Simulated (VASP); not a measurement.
H2Os:

```
H Os
1.0
     1.80997   -2.43783    0.00000
     1.80997    2.43783    0.00000
     0.00000    0.00000    2.59816
H Os
2 1
Direct
  0.86202 0.13798 0.50000
  0.13798 0.86202 0.50000
  0.50000 0.50000 0.50000
```

The cell was generated, and may not be a known phase.

| Item | Value |
| --- | --- |
| Program | VASP 6.6.1 |
| Task | relaxation of cell and atoms |
| Functional | PBE |
| Potentials or basis | VASP PAW PBE potentials, release 64 (H, Os) |
| Cutoff | 600 eV |
| k mesh | 16 × 16 × 18 |
| Occupations | gaussian, width 0.1 eV |
| Spin | no spin polarisation |

At the start: pressure 0.1 GPa; volume 7.64 Å³/atom.

Question: Where does the relaxation end?

Answer: Over 9 steps the energy falls by 3.1 meV/atom and the volume is 7.64 Å³/atom (-0.1 %); space group Cmmm (No. 65, to 0.1 Å) before and after.

The path:
| step | energy change (eV) | largest force (eV/Å) | pressure (GPa) | volume (Å³) |
| --- | --- | --- | --- | --- |
| 1 | 0.0000 | 0.0120 | 0.12 | 22.93 |
| 2 | -0.0073 | 0.0030 | -0.31 | 22.95 |
| 3 | -0.0086 | 0.0123 | -0.47 | 22.95 |
| 4 | -0.0086 | 0.0134 | -0.48 | 22.95 |
| 5 | -0.0090 | 0.0283 | 0.41 | 22.87 |
| 6 | -0.0090 | 0.0230 | 0.29 | 22.88 |
| 7 | -0.0091 | 0.0211 | 0.00 | 22.91 |
| 8 | -0.0092 | 0.0205 | -0.11 | 22.92 |
| 9 | -0.0092 | 0.0067 | -0.06 | 22.91 |

Final structure:
```yaml
crystal:
  lattice:
    - [1.83835, -2.43839, 0.00000]
    - [1.83835, 2.43839, 0.00000]
    - [0.00000, 0.00000, 2.55572]
  atoms:
    - { symbol: H, position: [0.86269, 0.13731, 0.50000] }
    - { symbol: H, position: [0.13731, 0.86269, 0.50000] }
    - { symbol: Os, position: [0.50000, 0.50000, 0.50000] }
```
